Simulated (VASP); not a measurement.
Input of a VASP 6.6.1 run:

Contents of INCAR:

```
SYSTEM = Ge
PREC = Accurate ; ENCUT = 520
EDIFF = 1E-6 ; ISMEAR = 0
SIGMA = 0.1 ; LREAL = .False.
LASPH = .True. ; NELM = 80
ALGO = Normal ; ISIF = 2
LWAVE = .False. ; LCHARG = .False.
GGA = PE ; NBANDS = 73
```

Contents of KPOINTS:

```
regular mesh
0
Gamma
  6 6 6
  0 0 0
```

File POSCAR:

```
Ge
1.0
    6.4132255180      0.0000000000      0.0000000000
   -3.2066127590      5.5540162188      0.0000000000
    0.0000000000      0.0000000000      6.7084737044
Ge
9
Direct
    0.0080632509      0.3816025999      0.3538619710
    0.6183974001      0.6264606510      0.6871953043
    0.3735393490      0.9919367491      0.0205286376
    0.6183974001      0.9919367491      0.3128046957
    0.3735393490      0.3816025999      0.9794713624
    0.0080632509      0.6264606510      0.6461380290
    0.4637745513      0.5362254487      0.3333333333
    0.4637745513     -0.0724508974      0.6666666667
    1.0724508974      0.5362254487      0.0000000000
```

Potentials or basis: VASP PAW PBE potentials, release 64 (Ge_d).

Run with:

```console
$ cat potpaw_PBE.64/Ge_d/POTCAR > POTCAR
$ mpirun -np 1 vasp_std > vasp.out
```

(1) What does it give for the band gap on the k mesh?

(2) Estimate the pressure.

Answers

(1) zero (bands 63 and 64 overlap by 0.15 eV).

(2) -0.1 GPa.

Caveat: semilocal functionals underestimate gaps, and a narrow one can read as zero.
